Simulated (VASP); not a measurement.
Set up this calculation in VASP 6.6.1, as the native input.

```yaml
Task: single point
Functional: PBE
Potentials_or_basis: VASP PAW PBE potentials, release 64 (Re_sv_GW)
Cutoff: 560 eV
k_mesh: 10 × 10 × 6
Occupations: methfessel-paxton, width 0.033 eV
Spin: no spin polarisation
Dipole_correction: no
Further_INCAR_settings: ALGO = Normal; EDIFF = 1e-06; NBANDS = 22
```

The structure of Re lies in POSCAR:

```
Re
1.0
    1.3867390458      2.4019024841      0.0000000000
   -1.3867390458      2.4019024841      0.0000000000
    0.0000000000      0.0000000000      4.4842053956
Re
2
Direct
    0.3333333333      0.3333333333      0.2500000000
    0.6666666667      0.6666666667      0.7500000000
```

The input as run:

INCAR

```
PREC = Accurate
ENCUT = 560
EDIFF = 1E-6
ISMEAR = 1
SIGMA = 0.033
LREAL = False
LASPH = True
NELM = 120
ALGO = Normal
ISIF = 2
LWAVE = False
LCHARG = False
GGA = PE
NBANDS = 22
GGA_COMPAT = False
```

KPOINTS

```
regular mesh
0
Gamma
  10 10 6
```

Potentials or basis: VASP PAW PBE potentials, release 64 (Re_sv_GW).

Command:

```bash
$ cat potpaw_PBE.64/Re_sv_GW/POTCAR > POTCAR
$ mpirun -np 1 vasp_std > vasp.out
```

Results of the run:

```
Pressure               : -1.5 GPa
Band gap on the k mesh : zero (bands 15 and 16 overlap by 3.20 eV)
```

Caveat: spin-orbit coupling is left out, which moves the levels of the heavy elements.

Wall time 26 s on 1 thread of AMD EPYC 7R13 Processor (Zen 3), on a shared host, peak memory 0.15 GiB.
